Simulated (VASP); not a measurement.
A run of VASP 6.6.1:

The input INCAR:

```
PREC     = Accurate       # precision mode
ENCUT    = 600            # plane-wave cutoff, eV
EDIFF    = 1E-7           # SCF threshold, eV
ISMEAR   = -1             # smearing method
SIGMA    = 0.05           # smearing width, eV
LREAL    = False          # projectors in reciprocal space
LASPH    = True           # aspherical terms in the spheres
NELM     = 60             # most SCF steps
ALGO     = Normal         # electronic algorithm
ISIF     = 3              # what is computed and relaxed
LWAVE    = False          # write WAVECAR
LCHARG   = False          # write CHGCAR
GGA      = PS             # functional
IBRION   = 2              # ionic algorithm
NSW      = 70             # ionic steps
EDIFFG   = -0.005         # ionic threshold
```

Contents of KPOINTS:

```
Automatic mesh
0
Gamma
  7 7 7
```

The input POSCAR:

```
Ca3Pb
1.0
    5.2243153640      0.0000000000      0.0000000000
    0.0000000000      5.2243153640      0.0000000000
    0.0000000000      0.0000000000      5.2243153640
Pb Ca
1 3
Direct
    0.0000000000      0.0000000000      0.0000000000
    0.0000000000      0.5000000000      0.5000000000
    0.5000000000      0.0000000000      0.5000000000
    0.5000000000      0.5000000000      0.0000000000
```

Potentials or basis: VASP PAW PBE potentials, release 64 (Pb_d, Ca_sv).

Command:

```bash
$ cat potpaw_PBE.64/Pb_d/POTCAR potpaw_PBE.64/Ca_sv/POTCAR > POTCAR
$ mpirun -np 1 vasp_std > vasp.out
```

Hardware: 1 thread of Oxide Virtual Turin-like Processor, with other jobs on the host.

Q: Estimate the wall time of this run.

A: Wall time 7.2 min on 1 thread of Oxide Virtual Turin-like Processor, on a shared host, peak memory 0.29 GiB. Counts: scf iterations 47, k points 20, ion steps 4.
